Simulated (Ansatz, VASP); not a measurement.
# CdS: VASP beside Ansatz

```
CELL_PARAMETERS angstrom
0.00000 2.74730 2.74730
2.74730 0.00000 2.74730
2.74730 2.74730 0.00000
ATOMIC_POSITIONS crystal
Cd 0.00000 0.00000 0.00000
S 0.50000 0.50000 0.50000
```

Alike in both runs: task single point; functional PBE; k mesh 6 × 6 × 6; no spin polarisation.

|  | VASP | Ansatz |
| --- | --- | --- |
| version | VASP 6.6.1 | Ansatz 0.2.0 |
| potentials or method | VASP PAW PBE potentials, release 64 (Cd, S) | plane waves, PAW |
| plane-wave cutoff (eV) | 520 | 420 |
| occupations | gaussian, width 0.01 eV | fixed |
| valence electrons in the cell | 18 | 26 |

VASP gave:

| Item | Value |
| --- | --- |
| gap on the k mesh at the Fermi level (eV) | 0.25 |
| pressure (GPa) | 0.4 |

Problem. What did Ansatz give for the same quantities?

Solution. gap on the k mesh at the Fermi level (eV): 0.26; pressure (GPa): 0.0.

VASP's potentials hold 18 valence electrons a cell and Ansatz's 26, so a difference there can come from the potentials and not from the codes.
